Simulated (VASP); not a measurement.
# TaTiGe4 (F222) in VASP: notebook

Runs on TaTiGe4. Level: PBE. Tasks: single point.

Program: VASP 6.6.1. These are calculated values, not measurements. Logs are shortened: lines on timing, memory, paths and dates and some standing lists are left out, and cuts for length are marked.

**1. The cell of the first run**

Symmetry: F222, No. 22, orthorhombic system. Conventional cell: a = 5.071 Å, b = 8.701 Å, c = 8.869 Å, α = 90.00°, β = 90.00°, γ = 90.00°. Ti (site symmetry 222) has 10 Ge at 2.66 to 2.94 Å and 4 Ta at 3.35 Å within 3.5 Å. Within 3.5 Å of Ta (site symmetry 222) lie 10 Ge at 2.67 to 2.92 Å and 4 Ti at 3.35 Å. Within 3.5 Å of Ge (site symmetry 2) lie 9 Ge at 2.64 to 3.38 Å and 2 Ti at 2.66 Å and 3 Ta at 2.90 to 2.92 Å. Within 3.5 Å of Ge (site symmetry 2) lie 9 Ge at 2.64 to 3.38 Å and 2 Ta at 2.67 Å and 3 Ti at 2.90 to 2.94 Å.

**2. Single point, PBE**

INCAR

```
  ALGO = Normal
  EDIFF = 1E-7
  ENCUT = 520
  GGA = PE
  ISIF = 2
  ISMEAR = 0
  LASPH = True
  LCHARG = False
  LREAL = False
  LWAVE = False
  NBANDS = 48
  NELM = 60
  PREC = Accurate
  SIGMA = 0.1
```

KPOINTS

```
k-points
0
Gamma
  4 4 4
```

POSCAR

```
TaTiGe4
1.0
    0.0000000000      4.3506821000      4.4343361000
    2.5354921000      0.0000000000      4.4343361000
    2.5354921000      4.3506821000      0.0000000000
Ti Ta Ge
1 1 4
Direct
    0.5000000000      0.5000000000      0.5000000000
    0.7500000000      0.7500000000      0.7500000000
    0.0836860000      0.4163140000      0.0836860000
    0.1618030000      0.8381970000      0.1618030000
    0.8381970000      0.1618030000      0.8381970000
    0.4163140000      0.0836860000      0.4163140000
```

Potentials or basis: VASP PAW PBE potentials, release 64 (Ti_sv, Ta_pv, Ge_d).

Launch:

```console
> cat potpaw_PBE.64/Ti_sv/POTCAR potpaw_PBE.64/Ta_pv/POTCAR potpaw_PBE.64/Ge_d/POTCAR > POTCAR
> mpirun -np 1 vasp_std > vasp.out
```

OUTCAR:

```text
EDIFF = 1E-7
   ENCUT = 520
   GGA = PE
   ISIF = 2
   ISMEAR = 0
   LASPH = True
   LREAL = False
   NELM = 60
   PREC = Accurate

 ion  position               nearest neighbor table
   1  0.500  0.500  0.500-   3 2.66   6 2.66   3 2.66   6 2.66   4 2.90   4 2.90   5 2.90   5 2.90

   2  0.750  0.750  0.750-   5 2.67   4 2.67   5 2.67   4 2.67   6 2.90   3 2.90   6 2.92   6 2.92
                             3 2.92   3 2.92
   3  0.084  0.416  0.084-   4 2.64   4 2.64   1 2.66   1 2.66   6 2.89   2 2.90   2 2.92   2 2.92

   4  0.162  0.838  0.162-   3 2.64   3 2.64   2 2.67   2 2.67   5 2.82   1 2.90   1 2.90
   5  0.838  0.162  0.838-   6 2.64   6 2.64   2 2.67   2 2.67   4 2.82   1 2.90   1 2.90
   6  0.416  0.084  0.416-   5 2.64   5 2.64   1 2.66   1 2.66   3 2.89   2 2.90   2 2.92   2 2.92

  LATTYP: Found a face centered orthorhombic cell.
 ALAT       =     5.0709842000
 B/A-ratio  =     1.7159123075
 C/A-ratio  =     1.7489055083

  Lattice vectors:

 A1 = (   0.0000000000,   4.3506821000,   4.4343361000)
 A2 = (   2.5354921000,   0.0000000000,   4.4343361000)
 A3 = (   2.5354921000,   4.3506821000,   0.0000000000)

Analysis of symmetry for initial positions (statically):
=====================================================================
 Subroutine PRICEL returns:
 Original cell was already a primitive cell.

 Routine SETGRP: Setting up the symmetry group for a
 face centered orthorhombic supercell.

 Subroutine GETGRP returns: Found  4 space group operations
 (whereof  4 operations were pure point group operations)
 out of a pool of  8 trial point group operations.

The static configuration has the point symmetry D_2 .

Analysis of symmetry for dynamics (positions and initial velocities):
=====================================================================
 Subroutine PRICEL returns:
 Original cell was already a primitive cell.

 Routine SETGRP: Setting up the symmetry group for a
 face centered orthorhombic supercell.

 Subroutine GETGRP returns: Found  4 space group operations
 (whereof  4 operations were pure point group operations)
 out of a pool of  8 trial point group operations.

The dynamic configuration has the point symmetry D_2 .

 Subroutine INISYM returns: Found  4 space group operations
 (whereof  4 operations are pure point group operations),
 and found     1 'primitive' translations

[... 95 lines left out ...]
   EDIFF  = 0.1E-06   stopping-criterion for ELM
   LREAL  =      F    real-space projection
   EDIFFG = 0.1E-05   stopping-criterion for IOM
   NSW    =      0    number of steps for IOM
   IBRION =     -1    ionic relax: 0-MD 1-quasi-New 2-CG
   NFREE  =      0    steps in history (QN), initial steepest desc. (CG)
   ISIF   =      2    stress and relaxation
   ISYM   =      2    0-nonsym 1-usesym 2-fastsym
   POTIM  = 0.5000    time-step for ionic-motion
   TEBEG  =    0.0;   TEEND  =   0.0 temperature during run
   PSTRESS=    0.0 pullay stress
   NELECT =      79.0000    total number of electrons
   NUPDOWN=      -1.0000    fix difference up-down
   EMIN   =  10.00;   EMAX   =-10.00  energy-range for DOS
   EFERMI =   0.00;   METHOD = LEGACY
   ISMEAR =     0;   SIGMA  =   0.10  broadening in eV -4-tet -1-fermi 0-gaus
   EFERMI_NEDOS =   21; number of points for ismear=-14 and -15
   IALGO  =     38    algorithm
   IMIX   =      4    mixing-type and parameters
     AMIX     =   0.40;   BMIX     =  1.00
     AMIX_MAG =   1.60;   BMIX_MAG =  1.00
  volume/ion in A,a.u.               =      16.31       110.03
  Fermi-wavevector in a.u.,A,eV,Ry     =   1.524490  2.880868 31.620871  2.324068
  Thomas-Fermi vector in A             =   2.632789
   LORBIT       =      0    0 simple, 1 ext, 2 COOP (PROOUT), +10 PAW based schemes
   GGA     = PE    functional components
   LHFCALC =     F    Hartree Fock is set to
   AEXX    =    0.0000 exact exchange contribution
   IVDW    =     0    specifies the selected vdW correction
   LEPSILON=     F    determine dielectric tensor
   LRPA    =     F    only Hartree local field effects (RPA)
 non-spin polarized calculation
 Gauss-broadening in eV      SIGMA  =   0.10
  energy-cutoff  :      520.00
  volume of cell :       97.83
 maximum number of plane-waves:      2648
 NGX is ok and might be reduce to    48
   NGX = 23   NGY = 19   NGZ = 19

 number of electron      79.0000005 magnetization

 Free energy of the ion-electron system (eV)
  ---------------------------------------------------
  ext. energy  EPLUGINS =         0.00000000
  ---------------------------------------------------
  free energy    TOTEN  =       -39.49061459 eV

  energy without entropy =      -39.47297436  energy(sigma->0) =      -39.48179448

 E-fermi :   8.4375     XC(G=0): -12.1957

 val. band max:        8.4295363494   @ k =   0.5000  -0.0000   0.2500
 cond. band min:       8.5582524096   @ k =  -0.2500   0.5000   0.2500
 fundamental gap:      0.1287160602
 Fermi energy:         8.4375276261

 k-point     1 :       0.0000    0.0000    0.0000
  band No.  band energies     occupation
      1     -48.6299      2.00000
      2     -26.3973      2.00000
      3     -26.3752      2.00000
      4     -26.3465      2.00000
      5     -24.9755      2.00000
      6     -24.9318      2.00000
[... 907 lines left out ...]
     47      11.7600      0.00000
     48      12.7290      0.00000

------------------------ aborting loop because EDIFF is reached ----------------------------------------

  FORCE on cell =-STRESS in cart. coord.  units (eV):
  Direction    XX          YY          ZZ          XY          YZ          ZX
  --------------------------------------------------------------------------------------
  -------------------------------------------------------------------------------------
  Total       -0.0922325     -0.0352320      0.0802300      0.0000000      0.0000000      0.0000000
  in kB       -1.5104844     -0.5769910      1.3139204      0.0000000      0.0000000      0.0000000
  external PRESSURE =      -0.2578517 kB  Pullay stress =       0.0000000 kB

 VOLUME and BASIS-vectors are now :
 -----------------------------------------------------------------------------
  energy-cutoff  :      520.00
  volume of cell :       97.83
      direct lattice vectors                 reciprocal lattice vectors
     0.000000000  4.350682100  4.434336100    -0.197200378  0.114924508  0.112756451
     2.535492100  0.000000000  4.434336100     0.197200378 -0.114924508  0.112756451
     2.535492100  4.350682100  0.000000000     0.197200378  0.114924508 -0.112756451

 POSITION                                       TOTAL-FORCE (eV/Angst)
 -----------------------------------------------------------------------------------
      2.53549      4.35068      4.43434         0.000000      0.000000     -0.000000
      3.80324      6.52602      6.65150         0.000000      0.000000      0.000000
      1.26775      0.72818      2.21717         0.000000      0.025087      0.000000
      2.53549      1.40791      4.43434        -0.000000     -0.083740      0.000000
      2.53549      7.29346      4.43434        -0.000000      0.083740      0.000000
      1.26775      3.62250      2.21717         0.000000     -0.025087      0.000000
 -----------------------------------------------------------------------------------
    total drift:                                0.000001      0.000002      0.000007

  FREE ENERGIE OF THE ION-ELECTRON SYSTEM (eV)
  ---------------------------------------------------
  free  energy   TOTEN  =       -39.4906145931 eV

  energy  without entropy=      -39.4729743614  energy(sigma->0) =      -39.48179448
```

Run time: 2.4 min. Hardware: 1 thread of Intel Xeon Platinum 8259CL at 2.50GHz (Skylake/Cascade Lake), shared host; peak memory 0.29 GiB.

Results:

```yaml
Free_energy: -39.4906 eV
Pressure: 0.0 GPa
Largest_force: 0.084 eV/Å
```

Forces in eV/Å, atoms in the order of the input:
```
Ti   0.000  0.000  0.000
Ta   0.000  0.000  0.000
Ge   0.000  0.025  0.000
Ge   0.000 -0.084  0.000
Ge   0.000  0.084  0.000
Ge   0.000 -0.025  0.000
```

Stress tensor (GPa, compression positive):
```
-0.15  0.00  0.00
 0.00 -0.06  0.00
 0.00  0.00  0.13
```

Levels at points of the mesh, in eV from the Fermi level:
```csv
k point,band 35,band 36,band 37,band 38,band 39,band 40,band 41,band 42,band 43,band 44
"(0.00, 0.00, 0.00)",-2.91,-2.77,-2.55,-2.35,-1.89,-1.59,1.39,1.89,2.18,2.52
"(0.50, 0.00, 0.00)",-2.91,-2.60,-1.90,-0.65,-0.36,0.24,0.85,0.99,1.49,1.59
"(0.50, 0.50, 0.00)",-3.30,-2.48,-1.92,-1.61,-1.46,0.34,0.36,2.37,2.45,2.60
"(0.50, 0.00, 0.50)",-3.00,-2.94,-2.68,-1.79,-1.50,0.61,0.65,1.89,2.31,2.42
"(0.00, 0.50, 0.50)",-2.30,-1.84,-1.72,-1.43,-1.02,0.40,0.45,1.28,1.44,2.02
```

Caveat: the k points lie up to 0.40 Å⁻¹ apart; spin-orbit coupling is left out, which moves the levels of the heavy elements.

**3. Single point, PBE, collinear spin, ferromagnetic start**

INCAR

```
SYSTEM = TaTiGe4
PREC = Accurate
ENCUT = 520
EDIFF = 1E-6
ISMEAR = 0
SIGMA = 0.1
LREAL = .FALSE.
LASPH = .TRUE.
NELM = 150
ALGO = Normal
ISIF = 2
LWAVE = .FALSE.
LCHARG = .FALSE.
ISPIN = 2
MAGMOM = 1 0 0 0 0 0
LORBIT = 11
LMAXMIX = 4
GGA = PE
NBANDS = 52
```

KPOINTS

```
regular mesh
0
G
  4 4 4
  0 0 0
```

POSCAR is that of step 2.

Potentials or basis: VASP PAW PBE potentials, release 64 (Ti_sv, Ta_pv, Ge_d).

Launch:

```console
> cat potpaw_PBE.64/Ti_sv/POTCAR potpaw_PBE.64/Ta_pv/POTCAR potpaw_PBE.64/Ge_d/POTCAR > POTCAR
> mpirun -np 1 vasp_std > vasp.out
```

Wall time 5.2 min (1 thread of Intel Xeon Platinum 8259CL at 2.50GHz (Skylake/Cascade Lake), shared host); peak memory 0.4 GiB.

It converged, with:

- Free energy: -39.4906 eV
- Pressure: 0.0 GPa
- Largest force: 0.084 eV/Å
- Net moment: 0.00 μB per cell
- Valence electrons inside the program's atomic spheres: Ti 10.25; Ta 8.83; Ge 12.39, 12.41

Forces in eV/Å, atoms in the order of the input:
```
Ti   0.000  0.000  0.000
Ta   0.000  0.000  0.000
Ge   0.000  0.025  0.000
Ge   0.000 -0.084  0.000
Ge   0.000  0.084  0.000
Ge   0.000 -0.025  0.000
```

Stress tensor (GPa, compression positive):
```
-0.17  0.00  0.00
 0.00 -0.08  0.00
 0.00  0.00  0.11
```

Levels at points of the mesh, in eV from the Fermi level:
Spin up:
```
           k point  band 36  band 37  band 38  band 39  band 40  band 41  band 42  band 43
(0.00, 0.00, 0.00)    -2.77    -2.55    -2.35    -1.89    -1.59     1.39     1.89     2.18
(0.50, 0.00, 0.00)    -2.60    -1.90    -0.65    -0.36     0.24     0.85     0.99     1.49
(0.50, 0.50, 0.00)    -2.48    -1.92    -1.61    -1.45     0.34     0.36     2.37     2.45
(0.50, 0.00, 0.50)    -2.94    -2.68    -1.79    -1.50     0.61     0.65     1.89     2.31
(0.00, 0.50, 0.50)    -1.84    -1.72    -1.43    -1.02     0.40     0.45     1.28     1.44
```
Spin down:
```
           k point  band 37  band 38  band 39  band 40  band 41  band 42
(0.00, 0.00, 0.00)    -2.55    -2.35    -1.89    -1.59     1.39     1.89
(0.50, 0.00, 0.00)    -1.90    -0.65    -0.36     0.24     0.85     0.99
(0.50, 0.50, 0.00)    -1.92    -1.61    -1.45     0.34     0.36     2.37
(0.50, 0.00, 0.50)    -2.68    -1.79    -1.50     0.61     0.65     1.89
(0.00, 0.50, 0.50)    -1.72    -1.43    -1.02     0.40     0.45     1.28
```

Caveat: the k points lie up to 0.40 Å⁻¹ apart; spin-orbit coupling is left out, which moves the levels of the heavy elements.
